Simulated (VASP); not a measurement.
# C in VASP: notebook, part 2 of 2

VASP 6.6.1.

## Step 4: Relaxation of cell and atoms, r2SCAN

Input file POSCAR:

```
C
1.0
    0.0000000000      1.7801747383      1.7801747383
    1.7801747383      0.0000000000      1.7801747383
    1.7801747383      1.7801747383      0.0000000000
C
2
Direct
    0.0000000000      0.0000000000      0.0000000000
    0.2500000000      0.2500000000      0.2500000000
```

Input file INCAR.step1:

```
PREC = Accurate
ENCUT = 600
ISMEAR = 0
SIGMA = 0.02
LREAL = F
LASPH = T
NELM = 80
GGA = PE
ALGO = Normal
EDIFF = 1E-4
LWAVE = T
LCHARG = F
```

Input file INCAR.step2:

```
PREC = Accurate
ENCUT = 600
EDIFF = 1E-6
ISMEAR = 0
SIGMA = 0.02
LREAL = F
LASPH = T
NELM = 80
ALGO = Normal
ISIF = 3
LWAVE = F
LCHARG = F
METAGGA = R2SCAN
LMIXTAU = T
IBRION = 2
NSW = 100
EDIFFG = -0.01
ISTART = 1
```

Input file KPOINTS:

```
regular mesh
0
Gamma
  12 12 12
```

Potentials or basis: VASP PAW PBE potentials, release 64 (C).

Started as:

```
> cat potpaw_PBE.64/C/POTCAR > POTCAR
> cp INCAR.step1 INCAR
> mpirun -np 1 vasp_std > vasp.out
> cp INCAR.step2 INCAR
> mpirun -np 1 vasp_std > vasp.out
```

OUTCAR:

```text
PREC = Accurate
   ENCUT = 600
   EDIFF = 1E-6
   ISMEAR = 0
   LREAL = F
   LASPH = T
   NELM = 80
   ISIF = 3
   METAGGA = R2SCAN
   IBRION = 2
   NSW = 100
   EDIFFG = -0.01
   ISTART = 1

 ion  position               nearest neighbor table
   1  0.000  0.000  0.000-   2 1.54   2 1.54   2 1.54   2 1.54
   2  0.250  0.250  0.250-   1 1.54   1 1.54   1 1.54   1 1.54

  LATTYP: Found a face centered cubic cell.
 ALAT       =     3.5603494766

  Lattice vectors:

 A1 = (   0.0000000000,   1.7801747383,   1.7801747383)
 A2 = (   1.7801747383,   0.0000000000,   1.7801747383)
 A3 = (   1.7801747383,   1.7801747383,   0.0000000000)

Analysis of symmetry for initial positions (statically):
=====================================================================
 Subroutine PRICEL returns:
 Original cell was already a primitive cell.

 Routine SETGRP: Setting up the symmetry group for a
 face centered cubic supercell.

 Subroutine GETGRP returns: Found 48 space group operations
 (whereof 24 operations were pure point group operations)
 out of a pool of 48 trial point group operations.

The static configuration has the point symmetry T_d .
 The point group associated with its full space group is O_h .

Analysis of symmetry for dynamics (positions and initial velocities):
=====================================================================
 Subroutine PRICEL returns:
 Original cell was already a primitive cell.

 Routine SETGRP: Setting up the symmetry group for a
 face centered cubic supercell.

 Subroutine GETGRP returns: Found 48 space group operations
 (whereof 24 operations were pure point group operations)
 out of a pool of 48 trial point group operations.

The dynamic configuration has the point symmetry T_d .
 The point group associated with its full space group is O_h .

[... 123 lines left out ...]
   METAGGA = R2SCAN    functional components
   LHFCALC =     F    Hartree Fock is set to
   AEXX    =    0.0000 exact exchange contribution
   IVDW    =     0    specifies the selected vdW correction
   LEPSILON=     F    determine dielectric tensor
   LRPA    =     F    only Hartree local field effects (RPA)
 conjugate gradient relaxation of ions
 non-spin polarized calculation
 Gauss-broadening in eV      SIGMA  =   0.02
  energy-cutoff  :      600.00
  volume of cell :       11.28
 maximum number of plane-waves:       388
   NGX =  9   NGY =  9   NGZ =  9

--------------------------------------- Ionic step        1  -------------------------------------------

 number of electron       7.9999999 magnetization

 Free energy of the ion-electron system (eV)
  ---------------------------------------------------
  ext. energy  EPLUGINS =         0.00000000
  ---------------------------------------------------
  free energy    TOTEN  =       -19.66400585 eV

  energy without entropy =      -19.66400585  energy(sigma->0) =      -19.66400585

------------------------ aborting loop because EDIFF is reached ----------------------------------------

  FORCE on cell =-STRESS in cart. coord.  units (eV):
  Direction    XX          YY          ZZ          XY          YZ          ZX
  --------------------------------------------------------------------------------------
  -------------------------------------------------------------------------------------
  Total        0.0228356      0.0228356      0.0228356      0.0000000      0.0000000     -0.0000000
  in kB        3.2426911      3.2426911      3.2426911      0.0000000      0.0000000     -0.0000000
  external PRESSURE =       3.2426911 kB  Pullay stress =       0.0000000 kB
[... 59 lines left out ...]
--------------------------------------- Ionic step        3  -------------------------------------------

 number of electron       7.9999999 magnetization

 Free energy of the ion-electron system (eV)
  ---------------------------------------------------
  ext. energy  EPLUGINS =         0.00000000
  ---------------------------------------------------
  free energy    TOTEN  =       -19.66401259 eV

  energy without entropy =      -19.66401259  energy(sigma->0) =      -19.66401259

 E-fermi :   9.9146     XC(G=0): -14.2821

 val. band max:        9.7805104771   @ k =   0.0000   0.0000   0.0000
 cond. band min:      14.1336563379   @ k =   0.3333   0.3333   0.0000
 fundamental gap:      4.3531458608
 Fermi energy:         9.9146420629

 k-point     1 :       0.0000    0.0000    0.0000
  band No.  band energies     occupation
      1     -12.9789      2.00000
      2       9.7805      2.00000
      3       9.7805      2.00000
      4       9.7805      2.00000
      5      15.6285      0.00000
      6      15.6285      0.00000
      7      15.6285      0.00000
      8      23.7095      0.00000
[... 243 lines left out ...]
 k-point    24 :      -0.4167    0.1667    0.0000
  band No.  band energies     occupation
      1      -6.5581      2.00000
      2      -3.4604      2.00000
      3       3.9427      2.00000
      4       5.9562      2.00000
      5      17.7040      0.00000
      6      20.5739      0.00000
      7      21.5566      0.00000
      8      26.2213      0.00000

 [... further k-points ...]
[... 5 lines left out ...]
  --------------------------------------------------------------------------------------
  -------------------------------------------------------------------------------------
  Total       -0.0094612     -0.0094612     -0.0094612      0.0000000     -0.0000000      0.0000000
  in kB       -1.3425286     -1.3425286     -1.3425286      0.0000000     -0.0000000      0.0000000
  external PRESSURE =      -1.3425286 kB  Pullay stress =       0.0000000 kB
[... 17 lines left out ...]
  FREE ENERGIE OF THE ION-ELECTRON SYSTEM (eV)
  ---------------------------------------------------
  free  energy   TOTEN  =       -19.6640125852 eV

  energy  without entropy=      -19.6640125852  energy(sigma->0) =      -19.66401259

 reached required accuracy - stopping structural energy minimisation
```

OUTCAR.step1:

```text
PREC = Accurate
   ENCUT = 600
   ISMEAR = 0
   LREAL = F
   LASPH = T
[... 486 lines left out ...]
 -----------------------------------------------------------------------------------
      0.00000      0.00000      0.00000         0.000000      0.000000      0.000000
      0.89009      0.89009      0.89009        -0.000000     -0.000000     -0.000000
 -----------------------------------------------------------------------------------
    total drift:                                0.000000      0.000000      0.000000

  FREE ENERGIE OF THE ION-ELECTRON SYSTEM (eV)
  ---------------------------------------------------
  free  energy   TOTEN  =       -18.1886446378 eV

  energy  without entropy=      -18.1886446378  energy(sigma->0) =      -18.18864464
```

It took 50 s on 1 thread of Intel Xeon Platinum 8259CL at 2.50GHz (Skylake/Cascade Lake), shared host; peak memory 0.12 GiB.

Results:

| Item | Value |
| --- | --- |
| Free energy | -19.6640 eV |
| Relaxed volume | 5.65 Å³/atom |
| Relaxed cell | a = 2.518 Å, b = 2.518 Å, c = 2.518 Å, α = 60.00°, β = 60.00°, γ = 60.00° |
| Space group after relaxing (to 0.05 Å) | Fd-3m (No. 227) |
| Energy gained by relaxing | 0.0 meV/atom |
| Ionic steps | 3 |
| Pressure after relaxing | -0.1 GPa |
| Band gap on the k mesh | 4.35 eV, indirect (least direct gap 5.85 eV) |

Final structure:
```
C
1.0
     0.00000    1.78060    1.78060
     1.78060    0.00000    1.78060
     1.78060    1.78060    0.00000
C
2
Direct
  0.00000 0.00000 0.00000
  0.25000 0.25000 0.25000
```

Caveat: the PAW data sets were made with another functional, which shifts forces and pressure a little. A k mesh can miss the band edges.

## Step 5: The runs side by side

```csv
task,cell,k mesh,cutoff (eV),smearing,gap on the mesh (eV),pressure (GPa)
single point,"a = 2.518 Å, angles 120.0, 120.0, 90.0°, 2 atoms",8 × 8 × 8,520,gaussian 0.1 eV,4.34,1.1
single point,"a = 2.518 Å, angles 60.0°, 2 atoms",12 × 12 × 12,520,gaussian 0.02 eV,4.36,1.1
relaxation of cell and atoms,"relaxed from a = 2.518 Å, angles 60.0°, 2 atoms",12 × 12 × 12,600,gaussian 0.02 eV,4.35,-0.1
```

Alike in all rows: level r2SCAN; potentials or basis VASP PAW PBE potentials, release 64 (C); no spin polarisation.

Caveats: some runs use coarse meshes; the PAW data sets were made with another functional, which shifts forces and pressure a little.

Total energies depend on the potentials used, so only differences within one code and one set of settings carry meaning.
